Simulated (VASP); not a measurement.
Here is a VASP 6.6.1 calculation.

INCAR

```
SYSTEM = Mg7CoO8
PREC = Accurate ; ENCUT = 520
EDIFF = 1E-7 ; ISMEAR = 0
SIGMA = 0.01 ; LREAL = Auto
LASPH = .TRUE. ; NELM = 150
ALGO = Normal ; ISIF = 2
LWAVE = .FALSE. ; LCHARG = .FALSE.
ISPIN = 2 ; MAGMOM = 0 0 0 0 0 0 0 0.6 0 0 0 0 0 0 0 0
LORBIT = 11 ; LMAXMIX = 4
LDAU = .TRUE. ; LDAUTYPE = 2
LDAUL = -1 2 -1 ; LDAUU = 0 3.2 0
LDAUJ = 0 0 0 ; LDAUPRINT = 1
GGA = CA ; NBANDS = 54
```

File KPOINTS:

```
regular mesh
0
G
  2 2 2
  0 0 0
```

File POSCAR:

```
Mg7CoO8
1.0
    0.0000000000      4.3481000000      4.3481000000
    4.3481000000      0.0000000000      4.3481000000
    4.3481000000      4.3481000000      0.0000000000
Mg Co O
7 1 8
Direct
    0.9878010300      0.0057530400      0.9997875400
    0.0118038800      0.9804527600      0.5056642300
    0.9940867800      0.4995929100      0.5018981300
    0.4854816700      0.0118115900      0.0032462600
    0.5000057000      0.0016869000      0.4901239900
    0.4926855500      0.5014766500      0.9922720000
    0.5042112800      0.4837419100      0.5051861700
    0.9925552600      0.4956245300      0.0071453000
    0.2465326700      0.2464134700      0.2544617500
    0.2505876800      0.2420425700      0.7473136800
    0.2398825400      0.7674873200      0.2447471300
    0.2519085200      0.7454308000      0.7508721200
    0.7450322800      0.2540688200      0.2419650800
    0.7568658400      0.2451120500      0.7499844900
    0.7513899700      0.7565027500      0.2479999100
    0.7497856600      0.7444421100      0.7378618100
```

Potentials or basis: VASP PAW LDA potentials, release 64 (Mg, Co, O).

Run with:

```bash
$ cat potpaw_LDA.64/Mg/POTCAR potpaw_LDA.64/Co/POTCAR potpaw_LDA.64/O/POTCAR > POTCAR
$ mpirun -np 1 vasp_std > vasp.out
```

Problem. Estimate the pressure.

Solution. -20.7 GPa.

Problem. Predict the net moment.

Solution. 1.00 μB per cell.

Eigenvalues of the final occupation matrices:
```
    site  spin  trace               eigenvalues
site 8 d     1   4.13  0.28 0.95 0.95 0.96 0.99
site 8 d     2   3.16  0.12 0.19 0.95 0.95 0.95
```

Caveat: the k points lie up to 0.63 Å⁻¹ apart. The state reached can hang on the start; a lower one may exist.
